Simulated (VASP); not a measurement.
# TiC2 (Fd-3m) in VASP: further runs, part 2 of 2

VASP 6.6.1.

### Step 3. Relaxation of cell and atoms, r2SCAN

This run uses another cell than the first one, of 13.32 Å³/atom.

Input file POSCAR:

```
TiC2
1.0
    0.0000000000      3.4191742631      3.4191742631
    3.4191742631      0.0000000000      3.4191742631
    3.4191742631      3.4191742631      0.0000000000
Ti C
2 4
Direct
    0.5000000000      0.5000000000      0.5000000000
    0.7500000000      0.7500000000      0.7500000000
    0.6250000000      0.6250000000      0.6250000000
    0.1250000000      0.6250000000      0.6250000000
    0.6250000000      0.6250000000      0.1250000000
    0.6250000000      0.1250000000      0.6250000000
```

Input file INCAR.step1:

```
SYSTEM = TiC2
ALGO = Normal
EDIFF = 1E-4
ENCUT = 600
GGA = PE
ISMEAR = 0
LASPH = .TRUE.
LCHARG = .FALSE.
LREAL = .FALSE.
LWAVE = .TRUE.
NELM = 100
PREC = Accurate
SIGMA = 0.1
```

Input file INCAR.step2:

```
SYSTEM = TiC2
ALGO = Normal
EDIFF = 1E-7
EDIFFG = -0.04
ENCUT = 600
IBRION = 2
ISIF = 3
ISMEAR = 0
ISTART = 1
LASPH = .TRUE.
LCHARG = .FALSE.
LMIXTAU = .TRUE.
LREAL = .FALSE.
LWAVE = .FALSE.
METAGGA = R2SCAN
NELM = 100
NSW = 90
PREC = Accurate
SIGMA = 0.1
```

Input file KPOINTS:

```
k-points
0
G
  4 4 4
  0 0 0
```

Potentials or basis: VASP PAW PBE potentials, release 64 (Ti_sv, C).

Run with:

```console
cat potpaw_PBE.64/Ti_sv/POTCAR potpaw_PBE.64/C/POTCAR > POTCAR
cp INCAR.step1 INCAR
mpirun -np 1 vasp_std > vasp.out
cp INCAR.step2 INCAR
mpirun -np 1 vasp_std > vasp.out
```

OUTCAR:

```text
SYSTEM = TiC2
   EDIFF = 1E-7
   EDIFFG = -0.04
   ENCUT = 600
   IBRION = 2
   ISIF = 3
   ISMEAR = 0
   ISTART = 1
   LASPH = .TRUE.
   LREAL = .FALSE.
   METAGGA = R2SCAN
   NELM = 100
   NSW = 90
   PREC = Accurate

 ion  position               nearest neighbor table
   1  0.500  0.500  0.500-   3 1.48   4 1.48   5 1.48   6 1.48
   2  0.750  0.750  0.750-   3 1.48   4 1.48   5 1.48   6 1.48
   3  0.625  0.625  0.625-   1 1.48   2 1.48
   4  0.125  0.625  0.625-   1 1.48   2 1.48
   5  0.625  0.625  0.125-   1 1.48   2 1.48
   6  0.625  0.125  0.625-   1 1.48   2 1.48

  LATTYP: Found a face centered cubic cell.
 ALAT       =     6.8383485262

  Lattice vectors:

 A1 = (   0.0000000000,   3.4191742631,   3.4191742631)
 A2 = (   3.4191742631,   0.0000000000,   3.4191742631)
 A3 = (   3.4191742631,   3.4191742631,   0.0000000000)

Analysis of symmetry for initial positions (statically):
=====================================================================
 Subroutine PRICEL returns:
 Original cell was already a primitive cell.

 Routine SETGRP: Setting up the symmetry group for a
 face centered cubic supercell.

 Subroutine GETGRP returns: Found 48 space group operations
 (whereof 24 operations were pure point group operations)
 out of a pool of 48 trial point group operations.

The static configuration has the point symmetry T_d .
[... 154 lines left out ...]
  free energy    TOTEN  =       -24.08654453 eV

  energy without entropy =      -24.05935386  energy(sigma->0) =      -24.07294919

 E-fermi :   2.6790     XC(G=0):  -9.8947

 val. band max:        2.6777851009   @ k =   0.5000   0.2500   0.0000
 cond. band min:       2.8619366905   @ k =   0.2500   0.2500   0.0000
 fundamental gap:      0.1841515896
 Fermi energy:         2.6789858483

 k-point     1 :       0.0000    0.0000    0.0000
  band No.  band energies     occupation
      1     -53.8274      2.00000
      2     -53.8258      2.00000
      3     -30.2482      2.00000
      4     -30.2482      2.00000
      5     -30.2482      2.00000
      6     -30.1824      2.00000
[... 318 lines left out ...]
  FREE ENERGIE OF THE ION-ELECTRON SYSTEM (eV)
  ---------------------------------------------------
  free  energy   TOTEN  =       -49.9284157123 eV

  energy  without entropy=      -49.8589119835  energy(sigma->0) =      -49.89366385

[... ionic steps 4 to 15 ...]

--------------------------------------- Ionic step       16  -------------------------------------------

 number of electron      39.9999980 magnetization

------------------------ aborting loop because EDIFF is reached ----------------------------------------
[... 75 lines left out ...]
--------------------------------------- Ionic step       18  -------------------------------------------

 number of electron      39.9999979 magnetization

 Free energy of the ion-electron system (eV)
  ---------------------------------------------------
  ext. energy  EPLUGINS =         0.00000000
  ---------------------------------------------------
  free energy    TOTEN  =       -49.95194868 eV

  energy without entropy =      -49.88213356  energy(sigma->0) =      -49.91704112

 E-fermi :  -2.1829     XC(G=0):  -6.4486

 val. band max:       -2.2003750145   @ k =  -0.2500   0.2500   0.0000
 cond. band min:      -2.1593645262   @ k =   0.5000   0.5000   0.0000
 fundamental gap:      0.0410104883
 Fermi energy:        -2.1828667096

 k-point     1 :       0.0000    0.0000    0.0000
  band No.  band energies     occupation
      1     -59.2517      2.00000
      2     -59.2512      2.00000
      3     -34.5795      2.00000
      4     -34.5795      2.00000
      5     -34.5794      2.00000
      6     -34.5674      2.00000
[... 238 lines left out ...]
  FREE ENERGIE OF THE ION-ELECTRON SYSTEM (eV)
  ---------------------------------------------------
  free  energy   TOTEN  =       -49.9519486792 eV

  energy  without entropy=      -49.8821335624  energy(sigma->0) =      -49.91704112

 reached required accuracy - stopping structural energy minimisation
```

OUTCAR.step1:

```text
SYSTEM = TiC2
   EDIFF = 1E-4
   ENCUT = 600
   GGA = PE
   ISMEAR = 0
   LASPH = .TRUE.
   LREAL = .FALSE.
   NELM = 100
[... 434 lines left out ...]
      4.27397      2.56438      2.56438         0.000000     -0.000000     -0.000000
      2.56438      2.56438      4.27397         0.000000     -0.000000     -0.000000
      2.56438      4.27397      2.56438         0.000000     -0.000000     -0.000000
 -----------------------------------------------------------------------------------
    total drift:                               -0.000000      0.000000      0.000000

  FREE ENERGIE OF THE ION-ELECTRON SYSTEM (eV)
  ---------------------------------------------------
  free  energy   TOTEN  =       -11.6326743188 eV

  energy  without entropy=      -11.6044080121  energy(sigma->0) =      -11.61854117
```

Run time: 45 min. Hardware: 1 thread of Intel Xeon Platinum 8375C at 2.90GHz (Ice Lake), shared host; peak memory 0.27 GiB.

What came out:

* Free energy: -49.9519 eV
* Relaxed volume: 31.96 Å³/atom
* Relaxed cell: a = 6.472 Å, b = 6.472 Å, c = 6.472 Å, α = 60.00°, β = 60.00°, γ = 60.00°
* Space group after relaxing (to 0.1 Å): Fd-3m (No. 227)
* Energy gained by relaxing: 4310.9 meV/atom
* Ionic steps: 18
* Pressure after relaxing: -0.1 GPa
* Band gap on the k mesh: zero (bands 20 and 21 overlap by 0.05 eV)

The path:
```tsv
step	energy change (eV)	largest force (eV/Å)	pressure (GPa)	volume (Å³)
1	0.0000	0.0000	125.33	79.95
2	-22.1136	0.0000	-12.15	271.35
3	-25.8419	0.0000	1.49	186.41
4	-25.8649	0.0000	-0.22	192.27
5	-25.8613	0.0000	0.62	189.36
6	-25.8615	0.0000	0.61	189.40
7	-25.8619	0.0000	0.57	189.50
8	-25.8619	0.0000	0.57	189.51
9	-25.8619	0.0000	0.57	189.51
10	-25.8619	0.0000	0.57	189.51
11	-25.8619	0.0000	0.57	189.52
12	-25.8620	0.0000	0.56	189.54
13	-25.8621	0.0000	0.56	189.57
14	-25.8623	0.0000	0.53	189.64
15	-25.8628	0.0000	0.49	189.78
16	-25.8636	0.0000	0.41	190.06
17	-25.8647	0.0000	0.25	190.62
18	-25.8654	0.0000	-0.06	191.73
```

Final structure:
```
CELL_PARAMETERS angstrom
0.00000 4.57674 4.57674
4.57674 0.00000 4.57674
4.57674 4.57674 0.00000
ATOMIC_POSITIONS crystal
Ti 0.50000 0.50000 0.50000
Ti 0.75000 0.75000 0.75000
C 0.62500 0.62500 0.62500
C 0.12500 0.62500 0.62500
C 0.62500 0.62500 0.12500
C 0.62500 0.12500 0.62500
```

Caveat: the k points lie up to 0.30 Å⁻¹ apart in the final cell; the volume moved by over 15 % at a fixed basis, so the end points are rough; the PAW data sets were made with another functional, which shifts forces and pressure a little.
